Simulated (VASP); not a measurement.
Write the native input for VASP 6.6.1 that does the following.

```yaml
Task: relaxation of cell and atoms
Functional: PBE
Potentials_or_basis: VASP PAW PBE potentials, release 64 (In_d, P)
Cutoff: 600 eV
k_mesh: 6 × 6 × 4
Occupations: gaussian, width 0.1 eV
Spin: no spin polarisation
Dipole_correction: no
Further_INCAR_settings: ALGO = Normal; EDIFF = 1e-06; IBRION = 2; EDIFFG = -0.04; NSW = 90; ISIF = 3
```

The structure of InP lies in POSCAR:

```
InP
1.0
    1.8734512832     -6.1127627720      0.0000000000
    1.8734512832      6.1127627720      0.0000000000
    0.0000000000      0.0000000000      3.9118438950
In P
2 2
Direct
    0.6555386407      0.3444613593      0.7500000000
    0.3444613593      0.6555386407      0.2500000000
    0.8828348320      0.1171651680      0.7500000000
    0.1171651680      0.8828348320      0.2500000000
```

The cell was generated, and may not be a known phase.

The input as run:

INCAR

```
PREC = Accurate
ENCUT = 600
EDIFF = 1E-6
ISMEAR = 0
SIGMA = 0.1
LREAL = F
LASPH = T
NELM = 60
ALGO = Normal
ISIF = 3
LWAVE = F
LCHARG = F
GGA = PE
IBRION = 2
NSW = 90
EDIFFG = -0.04
```

KPOINTS

```
regular mesh
0
Gamma
  6 6 4
```

Potentials or basis: VASP PAW PBE potentials, release 64 (In_d, P).

Run with:

```console
$ cat potpaw_PBE.64/In_d/POTCAR potpaw_PBE.64/P/POTCAR > POTCAR
$ mpirun -np 1 vasp_std > vasp.out
```

Results of the run:

| Item | Value |
| --- | --- |
| Relaxed volume | 22.33 Å³/atom |
| Relaxed cell | a = 6.423 Å, b = 6.423 Å, c = 3.865 Å, α = 90.00°, β = 90.00°, γ = 145.93° |
| Space group after relaxing (to 0.1 Å) | Cmcm (No. 63) |
| Energy gained by relaxing | 1.3 meV/atom |
| Ionic steps | 4 |
| Pressure after relaxing | 0.1 GPa |
| Largest force after relaxing | 0.037 eV/Å |
| Band gap on the k mesh | zero (bands 18 and 19 overlap by 1.09 eV) |

Caveat: the k points lie up to 0.41 Å⁻¹ apart in the final cell, too coarse for converged energies and pressures of a metal; spin-orbit coupling is left out, which moves the levels of the heavy elements.

It took 8.2 min on 1 thread of Intel Xeon 8259CL, on a shared host, peak memory 0.34 GiB.
